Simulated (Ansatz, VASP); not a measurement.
## CdS in VASP and in Ansatz

INCAR

```
SYSTEM = CdS
ALGO = Normal
EDIFF = 1E-6
ENCUT = 520
GGA = PE
ISIF = 2
ISMEAR = 0
LASPH = .True.
LCHARG = .False.
LREAL = .False.
LWAVE = .False.
NBANDS = 16
NELM = 80
PREC = Accurate
SIGMA = 0.02
```

KPOINTS

```
k-points
0
Gamma
  8 8 8
  0 0 0
```

The input POSCAR:

```
CdS
1.0
    0.0000000000      2.9027203986      2.9027203986
    2.9027203986      0.0000000000      2.9027203986
    2.9027203986      2.9027203986      0.0000000000
Cd S
1 1
Direct
    0.0000000000      0.0000000000      0.0000000000
    0.2500000000      0.2500000000      0.2500000000
```

Input for Ansatz:

```yaml
crystal:
  lattice:
    - [0.0, 2.9027203986, 2.9027203986]
    - [2.9027203986, 0.0, 2.9027203986]
    - [2.9027203986, 2.9027203986, 0.0]
  atoms:
    - { symbol: Cd, position: [0.0, 0.0, 0.0] }
    - { symbol: S, position: [0.25, 0.25, 0.25] }
basis:
  ecutwfc: 420
kpoints:
  mp_grid: { grid: [8, 8, 8] }
hamiltonian:
  xc: pbe
scf:
  occupations: { method: gaussian, width: 0.02 }
output:
  forces: true
  stress: true
  eigenvalues: true
```

Alike in both runs: task single point; functional PBE; k mesh 8 × 8 × 8; occupations gaussian, width 0.02 eV; no spin polarisation.

```csv
,VASP,Ansatz
version,VASP 6.6.1,Ansatz 0.2.0
potentials or method,"VASP PAW PBE potentials, release 64 (Cd, S), cutoff 520 eV","scalar-relativistic, plane waves, PAW"
valence electrons in the cell,18,26
```

Ansatz gave:

- gap on the k mesh at the Fermi level (eV): 1.18
- least direct gap on the mesh (eV): 1.18
- pressure (GPa): 3.8

Task: Which values does VASP return?

Result: gap on the k mesh at the Fermi level (eV): 1.18; least direct gap on the mesh (eV): 1.18; pressure (GPa): 4.2.

VASP's potentials hold 18 valence electrons a cell and Ansatz's 26, so a difference there can come from the potentials and not from the codes.
